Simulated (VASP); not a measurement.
Write the native input for VASP 6.6.1 that does the following.

| Item | Value |
| --- | --- |
| Task | single point |
| Functional | PBE |
| Potentials or basis | VASP PAW PBE potentials, release 64 (C) |
| Cutoff | 520 eV |
| k mesh | 12 × 12 × 12 |
| Occupations | gaussian, width 0.05 eV |
| Spin | no spin polarisation |
| Dipole correction | no |
| Further INCAR settings | ALGO = Normal; EDIFF = 1e-06; NBANDS = 11 |

The structure of C lies in POSCAR:

```
C
1.0
    0.0000000000      1.8014691187      1.7545907401
    1.8014691187      0.0000000000      1.7545907401
    1.8014691187      1.8014691187      0.0000000000
C
2
Direct
    0.5000000000      0.5000000000      0.5000000000
    0.7500000000      0.7500000000      0.7500000000
```

This cell differs from its parent crystal: strain +e along x and -e along y +0.0000, strain +e along z and -e/2 along x and y -0.0175.

These files were run (other wordings do the same):

INCAR

```
SYSTEM = C
  ALGO = Normal
  EDIFF = 1E-6
  ENCUT = 520
  GGA = PE
  ISIF = 2
  ISMEAR = 0
  LASPH = .True.
  LCHARG = .False.
  LREAL = .False.
  LWAVE = .False.
  NBANDS = 11
  NELM = 100
  PREC = Accurate
  SIGMA = 0.05
```

KPOINTS

```
k-points
0
Gamma
  12 12 12
  0 0 0
```

Potentials or basis: VASP PAW PBE potentials, release 64 (C).

Run with:

```sh
$ cat potpaw_PBE.64/C/POTCAR > POTCAR
$ mpirun -np 1 vasp_std > vasp.out
```

It gave:

```json
{"Pressure": "0.7 GPa", "Band gap on the k mesh": "3.48 eV, indirect (least direct gap 5.11 eV)"}
```

Caveat: the cell differs from its parent crystal (strain +e along x and -e along y +0.0000, strain +e along z and -e/2 along x and y -0.0175).

It took 9.4 s on 1 thread of Intel(R) Xeon(R) Platinum 8559C (Emerald Rapids) (shared host), peak memory 0.12 GiB.
